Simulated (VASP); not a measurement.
# C (C2/m) in VASP: further runs, part 2 of 2

VASP 6.6.1. Earlier steps stand in the parts before.

### Step 3. Single point, LDA (the distance across one plane changed)

Contents of INCAR:

```
  ALGO = Normal
  EDIFF = 1E-6
  ENCUT = 520
  GGA = CA
  ISIF = 2
  ISMEAR = 0
  LASPH = T
  LCHARG = F
  LREAL = F
  LWAVE = F
  NBANDS = 21
  NELM = 60
  PREC = Accurate
  SIGMA = 0.05
```

Contents of KPOINTS:

```
k-points
0
Gamma
  12 12 3
```

Contents of POSCAR:

```
C
1.0
    0.0000000000      2.4448680940      0.0000000000
   -2.1172982845      1.2224340470      0.0115975242
    0.0623280074      0.0000000000     10.4887032291
C
6
Direct
    0.5000089004     -0.0000178008      0.1587851699
    0.8333788261      0.3332423479      0.7936721707
    0.1666938632      0.6666122735      0.4762286703
    0.5000276937      0.9999446125      0.4761335752
    0.8333427309      0.3333145382      0.1586900748
    0.1667126566      0.6665746869      0.7935770756
```

Potentials or basis: VASP PAW LDA potentials, release 64 (C).

Run with:

```sh
$ cat potpaw_LDA.64/C/POTCAR > POTCAR
$ mpirun -np 1 vasp_std > vasp.out
```

OUTCAR:

```text
EDIFF = 1E-6
   ENCUT = 520
   GGA = CA
   ISIF = 2
   ISMEAR = 0
   LASPH = T
   LREAL = F
   NELM = 60
   PREC = Accurate

 ion  position               nearest neighbor table
   1  0.500  1.000  0.159-   5 1.41   5 1.41   5 1.41
   2  0.833  0.333  0.794-   6 1.41   6 1.41   6 1.41
   3  0.167  0.667  0.476-   4 1.41   4 1.41   4 1.41
   4  0.500  1.000  0.476-   3 1.41   3 1.41   3 1.41
   5  0.833  0.333  0.159-   1 1.41   1 1.41   1 1.41
   6  0.167  0.667  0.794-   2 1.41   2 1.41   2 1.41

  LATTYP: Found a base centered monoclinic cell.
 ALAT       =     4.2346600941
 B/A-ratio  =     0.5773469510
 C/A-ratio  =     2.4769138923
 COS(beta)  =    -0.0004648681

  Lattice vectors:

 A1 = (  -2.1172982845,   1.2224340470,   0.0115975242)
 A2 = (  -2.1172982845,  -1.2224340470,   0.0115975242)
 A3 = (   0.0623280074,   0.0000000000,  10.4887032291)

Analysis of symmetry for initial positions (statically):
=====================================================================
 Subroutine PRICEL returns:
 Original cell was already a primitive cell.

[... 182 lines left out ...]
 cond. band min:       4.4726566288   @ k =  -0.3333   0.3333   0.0000
 fundamental gap:      0.2769669545
 Fermi energy:         4.3343917657

 k-point     1 :       0.0000    0.0000    0.0000
  band No.  band energies     occupation
      1     -15.2751      2.00000
      2     -15.1183      2.00000
      3     -15.0372      2.00000
      4      -4.0888      2.00000
      5      -3.7283      2.00000
      6      -2.5311      2.00000
[... 565 lines left out ...]
     20      15.3596      0.00000
     21      15.8192      0.00000

 [... further k-points ...]

------------------------ aborting loop because EDIFF is reached ----------------------------------------

  FORCE on cell =-STRESS in cart. coord.  units (eV):
  Direction    XX          YY          ZZ          XY          YZ          ZX
  --------------------------------------------------------------------------------------
  -------------------------------------------------------------------------------------
  Total        0.4627018      0.4641634     -0.2768587      0.0000000      0.0000000     -0.0046902
  in kB       13.6533235     13.6964505     -8.1694985      0.0000000      0.0000000     -0.1383970
  external PRESSURE =       6.3934252 kB  Pullay stress =       0.0000000 kB

 VOLUME and BASIS-vectors are now :
 -----------------------------------------------------------------------------
  energy-cutoff  :      520.00
  volume of cell :       54.30
      direct lattice vectors                 reciprocal lattice vectors
     0.000000000  2.444868094  0.000000000     0.236142318  0.409020021 -0.001403251
    -2.117298284  1.222434047  0.011597524    -0.472284637  0.000000000  0.002806501
     0.062328007  0.000000000 10.488703229     0.000522213  0.000000000  0.095337567

 POSITION                                       TOTAL-FORCE (eV/Angst)
 -----------------------------------------------------------------------------------
     -2.10736      2.44487      1.67705         0.000111      0.000000     -0.016778
     -0.65611      2.44487      8.32846         0.000279      0.000000      0.023653
     -1.38173      1.22243      5.00275         0.000246     -0.000000      0.013335
     -2.08750      2.44487      5.00562        -0.000246      0.000000     -0.013335
     -0.69584      2.44487      1.66832        -0.000279      0.000000     -0.023653
     -1.36188      1.22243      8.33133        -0.000111      0.000000      0.016778
 -----------------------------------------------------------------------------------
    total drift:                               -0.000000     -0.000000      0.000009

  FREE ENERGIE OF THE ION-ELECTRON SYSTEM (eV)
  ---------------------------------------------------
  free  energy   TOTEN  =       -60.6494323455 eV

  energy  without entropy=      -60.6494321834  energy(sigma->0) =      -60.64943226
```

OSZICAR:

```text
N       E                     dE             d eps       ncg     rms          rms(c)
DAV:   1     0.658861353458E+02    0.65886E+02   -0.12488E+04  5082   0.106E+03
DAV:   2    -0.597045970167E+02   -0.12559E+03   -0.11940E+03  6576   0.224E+02
DAV:   3    -0.649796023062E+02   -0.52750E+01   -0.52501E+01  6359   0.438E+01
DAV:   4    -0.650431156445E+02   -0.63513E-01   -0.63468E-01  7248   0.565E+00
DAV:   5    -0.650441012291E+02   -0.98558E-03   -0.98544E-03  6948   0.631E-01    0.116E+01
DAV:   6    -0.616905574458E+02    0.33535E+01   -0.28001E+00  5916   0.896E+00    0.659E+00
DAV:   7    -0.606500933950E+02    0.10405E+01   -0.32011E+00  5741   0.973E+00    0.178E+00
DAV:   8    -0.606524265345E+02   -0.23331E-02   -0.16027E-01  6015   0.215E+00    0.405E-01
DAV:   9    -0.606495223018E+02    0.29042E-02   -0.60810E-03  6599   0.465E-01    0.138E-01
DAV:  10    -0.606494345501E+02    0.87752E-04   -0.61556E-04  6689   0.139E-01    0.312E-02
DAV:  11    -0.606494319129E+02    0.26373E-05   -0.49331E-05  6440   0.443E-02    0.173E-02
DAV:  12    -0.606494321653E+02   -0.25240E-06   -0.12123E-05  6683   0.236E-02    0.485E-03
DAV:  13    -0.606494323455E+02   -0.18022E-06   -0.26312E-06  5896   0.106E-02
   1 F= -.60649432E+02 E0= -.60649432E+02  d E =-.162137E-06
```

stdout:

```text
POSCAR found type information on POSCAR C
 POSCAR found :  1 types and       6 ions
 scaLAPACK will be used
 LDA part: xc-table for (Slater(with rela. corr.)+CA(PZ))
 , standard interpolation
 POSCAR, INCAR and KPOINTS ok, starting setup
 FFT: planning ... GRIDC
 FFT: planning ... GRID_SOFT
 FFT: planning ... GRID
 WAVECAR not read
 entering main loop
```

Run time: 2.3 min. Hardware: 1 thread of Intel Xeon 8259CL, shared host; peak memory 0.21 GiB.

Results:

| Property | Result |
| --- | --- |
| Free energy | -60.6494 eV |
| Pressure | 0.6 GPa |
| Largest force | 0.024 eV/Å |

Forces in eV/Å, atoms in the order of the input:
```
C    0.000  0.000 -0.017
C    0.000  0.000  0.024
C    0.000  0.000  0.013
C    0.000  0.000 -0.013
C    0.000  0.000 -0.024
C    0.000  0.000  0.017
```

Stress tensor (GPa, compression positive):
```
 1.37  0.00 -0.01
 0.00  1.37  0.00
-0.01  0.00 -0.82
```

Caveat: the cell differs from its parent crystal (the distance across one plane changed).

### Step 4. Single point, LDA (the distance across one plane changed)

Contents of INCAR:

```
SYSTEM = C
ALGO = Normal
EDIFF = 1E-7
ENCUT = 520
ISIF = 2
ISMEAR = 0
LASPH = .TRUE.
LCHARG = .FALSE.
LREAL = .FALSE.
LWAVE = .FALSE.
NBANDS = 21
NELM = 60
PREC = Accurate
SIGMA = 0.05
```

Contents of KPOINTS:

```
k-points
0
G
  12 12 3
  0 0 0
```

Contents of POSCAR:

```
C
1.0
    0.0000000000      2.4448680940      0.0000000000
   -2.1172982845      1.2224340470      0.0115975242
    0.0636973646      0.0000000000     10.7386994788
C
6
Direct
    0.5000131567     -0.0000263134      0.1550886704
    0.8334001007      0.3331997986      0.7751955784
    0.1667066287      0.6665867426      0.4651421244
    0.5000404567      0.9999190867      0.4650492430
    0.8333469847      0.3333060307      0.1549957890
    0.1667339287      0.6665321426      0.7751026970
```

Run with:

```sh
$ cat potpaw_LDA.64/C/POTCAR > POTCAR
$ mpirun -np 1 vasp_std > vasp.out
```

Run time: 2.2 min. Hardware: 1 thread of Intel Xeon 8259CL, shared host; peak memory 0.21 GiB.

It converged, with:

| Quantity | Value |
| --- | --- |
| Free energy | -60.6384 eV |
| Pressure | 0.6 GPa |
| Largest force | 0.017 eV/Å |

Forces in eV/Å, atoms in the order of the input:
```
C    0.000  0.000 -0.014
C    0.000  0.000  0.017
C    0.000  0.000  0.013
C    0.000  0.000 -0.013
C    0.000  0.000 -0.017
C    0.000  0.000  0.014
```

Stress tensor (GPa, compression positive):
```
 1.32  0.00 -0.01
 0.00  1.33  0.00
-0.01  0.00 -0.74
```

Caveat: the cell differs from its parent crystal (the distance across one plane changed).

### Step 5. Single point, LDA (the distance across one plane changed)

Contents of INCAR:

```
PREC = Accurate
ENCUT = 520
EDIFF = 1E-6
ISMEAR = 0
SIGMA = 0.05
LREAL = False
LASPH = True
NELM = 80
ALGO = Normal
ISIF = 2
LWAVE = False
LCHARG = False
NBANDS = 21
```

Contents of KPOINTS:

```
Automatic mesh
0
Gamma
  12 12 3
```

Contents of POSCAR:

```
C
1.0
    0.0000000000      2.4448680940      0.0000000000
   -2.1172982845      1.2224340470      0.0115975242
    0.0650667217      0.0000000000     10.9886957285
C
6
Direct
    0.5000172193     -0.0000344386      0.1515603634
    0.8334204074      0.3331591853      0.7575596804
    0.1667188133      0.6665623733      0.4545600219
    0.5000526389      0.9998947223      0.4544692536
    0.8333510449      0.3332979103      0.1514695951
    0.1667542329      0.6664915342      0.7574689122
```

Run with:

```sh
$ cat potpaw_LDA.64/C/POTCAR > POTCAR
$ mpirun -np 1 vasp_std > vasp.out
```

It took 2.2 min on 1 thread of Intel Xeon 8259CL, shared host; peak memory 0.21 GiB.

It converged, with:

```
Free energy   : -60.6301 eV
Pressure      : 0.6 GPa
Largest force : 0.013 eV/Å
```

Forces on the atoms (eV/Å):
```
C    0.000  0.000 -0.010
C    0.000  0.000  0.009
C    0.000  0.000  0.013
C    0.000  0.000 -0.013
C    0.000  0.000 -0.009
C    0.000  0.000  0.010
```

Stress tensor (GPa, compression positive):
```
 1.28  0.00 -0.01
 0.00  1.28  0.00
-0.01  0.00 -0.61
```

Caveat: the cell differs from its parent crystal (the distance across one plane changed).

### Step 6. Single point, LDA (the distance across one plane changed)

Contents of INCAR:

```
SYSTEM = C
PREC     = Accurate       ! precision mode
ENCUT    = 520            ! plane-wave cutoff, eV
EDIFF    = 1E-6           ! SCF threshold, eV
ISMEAR   = 0              ! smearing method
SIGMA    = 0.05           ! smearing width, eV
LREAL    = .False.        ! projectors in reciprocal space
LASPH    = .True.         ! aspherical terms in the spheres
NELM     = 60             ! most SCF steps
ALGO     = Normal         ! electronic algorithm
ISIF     = 2              ! what is computed and relaxed
LWAVE    = .False.        ! write WAVECAR
LCHARG   = .False.        ! write CHGCAR
GGA      = CA             ! functional
NBANDS   = 21             ! bands
```

Contents of KPOINTS:

```
regular mesh
0
Gamma
  12 12 3
  0 0 0
```

Contents of POSCAR:

```
C
1.0
    0.0000000000      2.4448680940      0.0000000000
   -2.1172982845      1.2224340470      0.0115975242
    0.0678054360      0.0000000000     11.4886882279
C
6
Direct
    0.5000248142     -0.0000496283      0.1449644085
    0.8334583694      0.3330832612      0.7245904441
    0.1667415918      0.6665168165      0.4347774263
    0.5000754128      0.9998491745      0.4346906083
    0.8333586351      0.3332827297      0.1448775905
    0.1667921904      0.6664156192      0.7245036261
```

Potentials or basis: VASP PAW LDA potentials, release 64 (C).

Run with:

```sh
$ cat potpaw_LDA.64/C/POTCAR > POTCAR
$ mpirun -np 1 vasp_std > vasp.out
```

It took 2.5 min on 1 thread of Intel Xeon 8259CL, shared host; peak memory 0.21 GiB.

The run converged. Its results:

```yaml
Free_energy: -60.6210 eV
Pressure: 0.7 GPa
Largest_force: 0.013 eV/Å
```

Forces in eV/Å, atoms in the order of the input:
```
C    0.000  0.000 -0.003
C    0.000  0.000 -0.001
C    0.000  0.000  0.013
C    0.000  0.000 -0.013
C    0.000  0.000  0.001
C    0.000  0.000  0.003
```

Stress tensor (GPa, compression positive):
```
 1.19  0.00 -0.01
 0.00  1.20  0.00
-0.01  0.00 -0.40
```

Caveat: the cell differs from its parent crystal (the distance across one plane changed).

### Step 7. Single point, LDA (the distance across one plane changed)

Contents of INCAR:

```
SYSTEM = C
PREC = Accurate
ENCUT = 520
EDIFF = 1E-6
ISMEAR = 0
SIGMA = 0.05
LREAL = .False.
LASPH = .True.
NELM = 60
ALGO = Normal
ISIF = 2
LWAVE = .False.
LCHARG = .True.
LELF = .True.
LVHAR = .True.
NBANDS = 21
```

KPOINTS is that of step 6.

Contents of POSCAR:

```
C
1.0
    0.0000000000      2.4448680940      0.0000000000
   -2.1172982845      1.2224340470      0.0115975242
    0.0760215790      0.0000000000     12.9886657260
C
6
Direct
    0.5000440903     -0.0000881807      0.1282234354
    0.8335547196      0.3328905609      0.6409123243
    0.1667994050      0.6664011901      0.3845678799
    0.5001332144      0.9997335712      0.3844910879
    0.8333778998      0.3332442004      0.1281466434
    0.1668885290      0.6662229420      0.6408355323
```

Run with:

```sh
$ cat potpaw_LDA.64/C/POTCAR > POTCAR
$ mpirun -np 1 vasp_std > vasp.out
```

Wall time 2.9 min (1 thread of Intel Xeon 8259CL, shared host); peak memory 0.23 GiB.

Results (log left out):

```yaml
Free_energy: -60.6163 eV
Pressure: 0.6 GPa
Largest_force: 0.013 eV/Å
```

Forces on the atoms (eV/Å):
```
C    0.000  0.000  0.002
C    0.000  0.000 -0.006
C    0.000  0.000  0.013
C    0.000  0.000 -0.013
C    0.000  0.000  0.006
C    0.000  0.000 -0.002
```

Stress tensor (GPa, compression positive):
```
 1.03  0.00 -0.01
 0.00  1.04  0.00
-0.01  0.00 -0.24
```

Caveat: the cell differs from its parent crystal (the distance across one plane changed).

### Step 8. Summary

```csv
cell,pressure (GPa),largest force (eV/Å)
"a = 2.445, b = 2.445, c = 9.689 Å, angles 90.0, 90.0, 60.0°, 6 atoms",1.3,0.11
"a = 2.445, b = 2.445, c = 10.489 Å, angles 90.0, 90.0, 60.0°, 6 atoms",0.6,0.02
"a = 2.445, b = 2.445, c = 10.739 Å, angles 90.0, 90.0, 60.0°, 6 atoms",0.6,0.02
"a = 2.445, b = 2.445, c = 10.989 Å, angles 90.0, 90.0, 60.0°, 6 atoms",0.6,0.01
"a = 2.445, b = 2.445, c = 11.489 Å, angles 90.0, 90.0, 60.0°, 6 atoms",0.7,0.01
"a = 2.445, b = 2.445, c = 12.989 Å, angles 90.0, 90.0, 60.0°, 6 atoms",0.6,0.01
```

Alike in all rows: task single point; level LDA; potentials or basis VASP PAW LDA potentials, release 64 (C); no spin polarisation; k mesh 12 × 12 × 3; cutoff (eV) 520; smearing gaussian 0.05 eV.

Total energies depend on the potentials used, so only differences within one code and one set of settings carry meaning.
